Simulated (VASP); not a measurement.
# CuI (Marshite) (F-43m) in VASP: a series of runs

Aim: see how the results for CuI (Marshite) move with the level of theory and the settings. Levels: PBE, BLYP+D3(BJ), BLYP+D4, RPBE, PBEsol. Tasks: single point, relaxation of cell and atoms.

Everything below comes from runs of VASP 6.6.1. Logs are shortened: lines on timing, memory, paths and dates and some standing lists are left out, and cuts for length are marked.

## (1) The cell of the first run

Symmetry: F-43m, No. 216, cubic system. Conventional cell: a = 6.063 Å, b = 6.063 Å, c = 6.063 Å, α = 90.00°, β = 90.00°, γ = 90.00°. I (site symmetry -43m) has 4 Cu at 2.63 Å within 3.5 Å. Within 3.5 Å of Cu (site symmetry -43m) lie 4 I at 2.63 Å.

## (2) Single point, PBE

Contents of INCAR:

```
PREC = Accurate
ENCUT = 520
EDIFF = 1E-6
ISMEAR = 0
SIGMA = 0.03
LREAL = F
LASPH = T
NELM = 100
ALGO = Normal
ISIF = 2
LWAVE = F
LCHARG = T
GGA = PE
LELF = T
LVHAR = T
NBANDS = 16
```

Contents of KPOINTS:

```
regular mesh
0
Gamma
  8 8 8
```

Contents of POSCAR:

```
CuI
1.0
    0.0000000000      3.0315000000      3.0315000000
    3.0315000000      0.0000000000      3.0315000000
    3.0315000000      3.0315000000      0.0000000000
I Cu
1 1
Direct
    0.0000000000      0.0000000000      0.0000000000
    0.7500000000      0.7500000000      0.7500000000
```

Potentials or basis: VASP PAW PBE potentials, release 64 (I, Cu).

On the command line:

```
cat potpaw_PBE.64/I/POTCAR potpaw_PBE.64/Cu/POTCAR > POTCAR
mpirun -np 1 vasp_std > vasp.out
```

OUTCAR:

```text
PREC = Accurate
   ENCUT = 520
   EDIFF = 1E-6
   ISMEAR = 0
   LREAL = F
   LASPH = T
   NELM = 100
   ISIF = 2
   GGA = PE

 ion  position               nearest neighbor table
   1  0.000  0.000  0.000-   2 2.63   2 2.63   2 2.63   2 2.63
   2  0.750  0.750  0.750-   1 2.63   1 2.63   1 2.63   1 2.63

  LATTYP: Found a face centered cubic cell.
 ALAT       =     6.0630000000

  Lattice vectors:

 A1 = (   0.0000000000,   3.0315000000,   3.0315000000)
 A2 = (   3.0315000000,   0.0000000000,   3.0315000000)
 A3 = (   3.0315000000,   3.0315000000,   0.0000000000)

Analysis of symmetry for initial positions (statically):
=====================================================================
 Subroutine PRICEL returns:
 Original cell was already a primitive cell.

 Routine SETGRP: Setting up the symmetry group for a
 face centered cubic supercell.

 Subroutine GETGRP returns: Found 24 space group operations
 (whereof 24 operations were pure point group operations)
 out of a pool of 48 trial point group operations.

The static configuration has the point symmetry T_d .

Analysis of symmetry for dynamics (positions and initial velocities):
=====================================================================
 Subroutine PRICEL returns:
 Original cell was already a primitive cell.

 Routine SETGRP: Setting up the symmetry group for a
 face centered cubic supercell.

 Subroutine GETGRP returns: Found 24 space group operations
 (whereof 24 operations were pure point group operations)
 out of a pool of 48 trial point group operations.

The dynamic configuration has the point symmetry T_d .

 Subroutine INISYM returns: Found 24 space group operations
 (whereof 24 operations are pure point group operations),
 and found     1 'primitive' translations

----------------------------------------------------------------------------------------

                                     Primitive cell

  volume of cell :      55.7189

  direct lattice vectors                    reciprocal lattice vectors
     0.000000000  3.031500000  3.031500000    -0.164934851  0.164934851  0.164934851
     3.031500000  0.000000000  3.031500000     0.164934851 -0.164934851  0.164934851
     3.031500000  3.031500000  0.000000000     0.164934851  0.164934851 -0.164934851

  length of vectors
[... 74 lines left out ...]
   ISTART =      0    job   : 0-new  1-cont  2-samecut
   ICHARG =      2    charge: 1-file 2-atom 10-const
   ISPIN  =      1    spin polarized calculation?
   LNONCOLLINEAR =      F non collinear calculations
   LSORBIT =      F    spin-orbit coupling
   LASPH  =      T    aspherical Exc in radial PAW
   ENCUT  =  520.0 eV  38.22 Ry    6.18 a.u.   7.97  7.97  7.97*2*pi/ulx,y,z
   NELM   =    100;   NELMIN=  2; NELMDL= -5     # of ELM steps
   EDIFF  = 0.1E-05   stopping-criterion for ELM
   LREAL  =      F    real-space projection
   EDIFFG = 0.1E-04   stopping-criterion for IOM
   NSW    =      0    number of steps for IOM
   IBRION =     -1    ionic relax: 0-MD 1-quasi-New 2-CG
   NFREE  =      0    steps in history (QN), initial steepest desc. (CG)
   ISIF   =      2    stress and relaxation
   ISYM   =      2    0-nonsym 1-usesym 2-fastsym
   POTIM  = 0.5000    time-step for ionic-motion
   TEBEG  =    0.0;   TEEND  =   0.0 temperature during run
   PSTRESS=    0.0 pullay stress
   NELECT =      18.0000    total number of electrons
   NUPDOWN=      -1.0000    fix difference up-down
   EMIN   =  10.00;   EMAX   =-10.00  energy-range for DOS
   EFERMI =   0.00;   METHOD = LEGACY
   ISMEAR =     0;   SIGMA  =   0.03  broadening in eV -4-tet -1-fermi 0-gaus
   EFERMI_NEDOS =   21; number of points for ismear=-14 and -15
   IALGO  =     38    algorithm
   IMIX   =      4    mixing-type and parameters
     AMIX     =   0.40;   BMIX     =  1.00
     AMIX_MAG =   1.60;   BMIX_MAG =  1.00
  volume/ion in A,a.u.               =      27.86       188.00
  Fermi-wavevector in a.u.,A,eV,Ry     =   1.123306  2.122741 17.168055  1.261816
  Thomas-Fermi vector in A             =   2.259971
   LORBIT       =      0    0 simple, 1 ext, 2 COOP (PROOUT), +10 PAW based schemes
   GGA     = PE    functional components
   LHFCALC =     F    Hartree Fock is set to
   AEXX    =    0.0000 exact exchange contribution
   IVDW    =     0    specifies the selected vdW correction
   LEPSILON=     F    determine dielectric tensor
   LRPA    =     F    only Hartree local field effects (RPA)
 non-spin polarized calculation
 Gauss-broadening in eV      SIGMA  =   0.03
  energy-cutoff  :      520.00
  volume of cell :       55.72
 maximum number of plane-waves:      1524
   NGX = 15   NGY = 15   NGZ = 15

 number of electron      18.0000014 magnetization

 Free energy of the ion-electron system (eV)
  ---------------------------------------------------
  ext. energy  EPLUGINS =         0.00000000
  ---------------------------------------------------
  free energy    TOTEN  =        -5.56198107 eV

  energy without entropy =       -5.56198107  energy(sigma->0) =       -5.56198107

 E-fermi :   4.5501     XC(G=0):  -8.9377

 val. band max:        4.4282256743   @ k =   0.0000   0.0000   0.0000
 cond. band min:       5.5729007915   @ k =   0.0000   0.0000   0.0000
 fundamental gap:      1.1446751172
 Fermi energy:         4.5501372331

 k-point     1 :       0.0000    0.0000    0.0000
  band No.  band energies     occupation
      1      -9.5790      2.00000
      2       0.7908      2.00000
      3       0.7908      2.00000
      4       0.7908      2.00000
      5       2.5760      2.00000
      6       2.5760      2.00000
[... 433 lines left out ...]
      3       0.2532      2.00000
      4       0.7648      2.00000
      5       2.5123      2.00000
      6       2.5873      2.00000
[... 8 lines left out ...]
     15      15.1779      0.00000
     16      15.7345      0.00000

 [... further k-points ...]
[... 5 lines left out ...]
  --------------------------------------------------------------------------------------
  -------------------------------------------------------------------------------------
  Total        0.2393335      0.2393335      0.2393335      0.0000000      0.0000000      0.0000000
  in kB        6.8819485      6.8819485      6.8819485      0.0000000      0.0000000      0.0000000
  external PRESSURE =       6.8819485 kB  Pullay stress =       0.0000000 kB

 VOLUME and BASIS-vectors are now :
 -----------------------------------------------------------------------------
  energy-cutoff  :      520.00
  volume of cell :       55.72
      direct lattice vectors                 reciprocal lattice vectors
     0.000000000  3.031500000  3.031500000    -0.164934851  0.164934851  0.164934851
     3.031500000  0.000000000  3.031500000     0.164934851 -0.164934851  0.164934851
     3.031500000  3.031500000  0.000000000     0.164934851  0.164934851 -0.164934851

 POSITION                                       TOTAL-FORCE (eV/Angst)
 -----------------------------------------------------------------------------------
      0.00000      0.00000      0.00000        -0.000000      0.000000      0.000000
      4.54725      4.54725      4.54725         0.000000     -0.000000     -0.000000
 -----------------------------------------------------------------------------------
    total drift:                               -0.000001     -0.000001     -0.000000

  FREE ENERGIE OF THE ION-ELECTRON SYSTEM (eV)
  ---------------------------------------------------
  free  energy   TOTEN  =        -5.5619810738 eV

  energy  without entropy=       -5.5619810738  energy(sigma->0) =       -5.56198107
```

OSZICAR:

```text
N       E                     dE             d eps       ncg     rms          rms(c)
DAV:   1     0.946518454752E+02    0.94652E+02   -0.74612E+03   928   0.119E+03
DAV:   2     0.294120133783E+00   -0.94358E+02   -0.85213E+02  1008   0.227E+02
DAV:   3    -0.560840676353E+01   -0.59025E+01   -0.58121E+01  1248   0.607E+01
DAV:   4    -0.577023308227E+01   -0.16183E+00   -0.16176E+00  1072   0.959E+00
DAV:   5    -0.577919519387E+01   -0.89621E-02   -0.89618E-02  1480   0.251E+00    0.528E+00
DAV:   6    -0.570416732047E+01    0.75028E-01   -0.26407E+00   952   0.436E+01    0.339E+00
DAV:   7    -0.556270678780E+01    0.14146E+00   -0.63630E-01   992   0.261E+01    0.167E+00
DAV:   8    -0.556388090807E+01   -0.11741E-02   -0.32780E-02  1456   0.244E+00    0.442E-01
DAV:   9    -0.556179783166E+01    0.20831E-02   -0.79382E-03  1192   0.261E+00    0.134E-01
DAV:  10    -0.556197709545E+01   -0.17926E-03   -0.57299E-04  1080   0.149E-01    0.362E-02
DAV:  11    -0.556198141253E+01   -0.43171E-05   -0.14335E-04  1248   0.339E-01    0.291E-02
DAV:  12    -0.556198107376E+01    0.33878E-06   -0.99357E-06  1448   0.459E-02
   1 F= -.55619811E+01 E0= -.55619811E+01  d E =-.667528E-11
```

stdout:

```text
POSCAR found type information on POSCAR I Cu
 POSCAR found :  2 types and       2 ions
 scaLAPACK will be used
 LDA part: xc-table for (Slater+PW92), standard interpolation
 POSCAR, INCAR and KPOINTS ok, starting setup
 FFT: planning ... GRIDC
 FFT: planning ... GRID_SOFT
 FFT: planning ... GRID
 WAVECAR not read
 entering main loop
```

Run time: 8.7 s. Hardware: 1 thread of Intel Xeon 6975P-C (Granite Rapids), shared host; peak memory 0.18 GiB.

What came out:

```
Free energy            : -5.5620 eV
Pressure               : 0.7 GPa
Band gap on the k mesh : 1.14 eV, direct
```

Levels at points of the mesh, in eV from the valence-band top:
```
           k point  band 5  band 6  band 7  band 8  band 9  band 10  band 11  band 12  band 13  band 14
(0.00, 0.00, 0.00)   -1.85   -1.85    0.00    0.00    0.00     1.14     4.87     4.87     4.87     8.18
(0.50, 0.00, 0.00)   -1.82   -1.82   -1.78   -0.71   -0.71     2.16     5.41     5.41     7.41     9.12
(0.50, 0.50, 0.00)   -1.88   -1.79   -1.77   -1.50   -1.50     2.72     2.91     9.19     9.76     9.76
```

Caveat: spin-orbit coupling is left out, which moves the levels of the heavy elements. PBE gaps usually lie below the measured ones, often by a third to a half.

## (3) Relaxation of cell and atoms, BLYP+D3(BJ)

Contents of INCAR:

```
  PREC = Accurate
  ENCUT = 600
  EDIFF = 1E-6
  ISMEAR = -1
  SIGMA = 0.05
  LREAL = F
  LASPH = T
  NELM = 100
  ALGO = Normal
  ISIF = 3
  LWAVE = F
  LCHARG = F
  GGA = B5
  ALDAX = 1.0
  AGGAX = 1.0
  AGGAC = 1.0
  ALDAC = 0.0
  IVDW = 12
  VDW_S6 = 1.0
  VDW_S8 = 2.6996
  VDW_A1 = 0.4298
  VDW_A2 = 4.2359
  IBRION = 2
  NSW = 60
  EDIFFG = -0.01
```

Contents of KPOINTS:

```
Automatic mesh
0
Gamma
  8 8 8
```

POSCAR is that of step 2.

Potentials or basis: VASP PAW PBE potentials, release 64 (I, Cu).

On the command line:

```
cat potpaw_PBE.64/I/POTCAR potpaw_PBE.64/Cu/POTCAR > POTCAR
mpirun -np 1 vasp_std > vasp.out
```

It took 37 s on 1 thread of Intel Xeon 6975P-C (Granite Rapids), shared host; peak memory 0.23 GiB.

The run converged. Its results:

```
Free energy                            : -6.1565 eV
Relaxed volume                         : 26.70 Å³/atom
Relaxed cell                           : a = 4.227 Å, b = 4.227 Å, c = 4.227 Å, α = 60.00°, β = 60.00°, γ = 60.00°
Space group after relaxing (to 0.05 Å) : F-43m (No. 216)
Energy gained by relaxing              : 5.7 meV/atom
Ionic steps                            : 2
Pressure after relaxing                : 0.0 GPa
Band gap on the k mesh                 : 1.35 eV, direct
Dispersion energy per atom             : -0.814 eV
```

The path:
```csv
step,energy change (eV),largest force (eV/Å),pressure (GPa),volume (Å³)
1,0.0000,0.0000,-1.67,55.72
2,-0.0114,0.0000,0.04,53.41
```

Final structure:
```
I Cu
1.0
     0.00000    2.98895    2.98895
     2.98895    0.00000    2.98895
     2.98895    2.98895    0.00000
I Cu
1 1
Direct
  0.00000 0.00000 0.00000
  0.75000 0.75000 0.75000
```

Levels at points of the mesh, in eV from the valence-band top:
```tsv
k point	band 6	band 7	band 8	band 9	band 10	band 11	band 12	band 13
(0.00, 0.00, 0.00)	-2.05	0.00	0.00	0.00	1.35	4.94	4.94	4.94
(0.50, 0.00, 0.00)	-2.03	-1.98	-0.78	-0.78	2.27	5.50	5.50	7.70
(0.50, 0.50, 0.00)	-1.98	-1.97	-1.66	-1.66	2.81	2.96	9.60	10.04
```

Caveat: the PAW data sets were made with another functional, which shifts forces and pressure a little; spin-orbit coupling is left out, which moves the levels of the heavy elements.

## (4) Relaxation of cell and atoms, BLYP+D4

Contents of INCAR:

```
PREC = Accurate ; ENCUT = 600
EDIFF = 1E-6 ; ISMEAR = -1
SIGMA = 0.05 ; LREAL = F
LASPH = T ; NELM = 60
ALGO = Normal ; ISIF = 3
LWAVE = F ; LCHARG = F
GGA = B5 ; ALDAX = 1.0
AGGAX = 1.0 ; AGGAC = 1.0
ALDAC = 0.0 ; IVDW = 13
VDW_S6 = 1.0 ; VDW_S8 = 2.34076671
VDW_A1 = 0.44488865 ; VDW_A2 = 4.0933009
IBRION = 2 ; NSW = 60
EDIFFG = -0.01
```

Contents of KPOINTS:

```
regular mesh
0
Gamma
  8 8 8
```

POSCAR is that of step 3.

On the command line:

```
cat potpaw_PBE.64/I/POTCAR potpaw_PBE.64/Cu/POTCAR > POTCAR
mpirun -np 1 vasp_std > vasp.out
```

It took 48 s on 1 thread of Intel Xeon 6975P-C (Granite Rapids), shared host; peak memory 0.22 GiB.

Results (log left out):

```
Free energy                            : -5.9748 eV
Relaxed volume                         : 27.28 Å³/atom
Relaxed cell                           : a = 4.257 Å, b = 4.257 Å, c = 4.257 Å, α = 60.00°, β = 60.00°, γ = 60.00°
Space group after relaxing (to 0.05 Å) : F-43m (No. 216)
Energy gained by relaxing              : 1.6 meV/atom
Ionic steps                            : 3
Pressure after relaxing                : 0.0 GPa
Band gap on the k mesh                 : 1.28 eV, direct
Dispersion energy per atom             : -0.705 eV
```

The path:
| step | energy change (eV) | largest force (eV/Å) | pressure (GPa) | volume (Å³) |
| --- | --- | --- | --- | --- |
| 1 | 0.0000 | 0.0000 | -0.89 | 55.72 |
| 2 | -0.0031 | 0.0000 | 0.06 | 54.47 |
| 3 | -0.0032 | 0.0000 | 0.01 | 54.56 |

Final structure:
```
CELL_PARAMETERS angstrom
0.00000 3.01030 3.01030
3.01030 0.00000 3.01030
3.01030 3.01030 0.00000
ATOMIC_POSITIONS crystal
I 0.00000 0.00000 0.00000
Cu 0.75000 0.75000 0.75000
```

Levels at points of the mesh, in eV from the valence-band top:
```csv
k point,band 6,band 7,band 8,band 9,band 10,band 11,band 12,band 13
"(0.00, 0.00, 0.00)",-1.96,0.00,0.00,0.00,1.28,4.96,4.96,4.96
"(0.50, 0.00, 0.00)",-1.93,-1.89,-0.74,-0.74,2.24,5.51,5.51,7.66
"(0.50, 0.50, 0.00)",-1.89,-1.88,-1.59,-1.59,2.85,2.97,9.45,9.93
```

Caveat: the PAW data sets were made with another functional, which shifts forces and pressure a little; spin-orbit coupling is left out, which moves the levels of the heavy elements.

(Continued in part 2 of 2.)
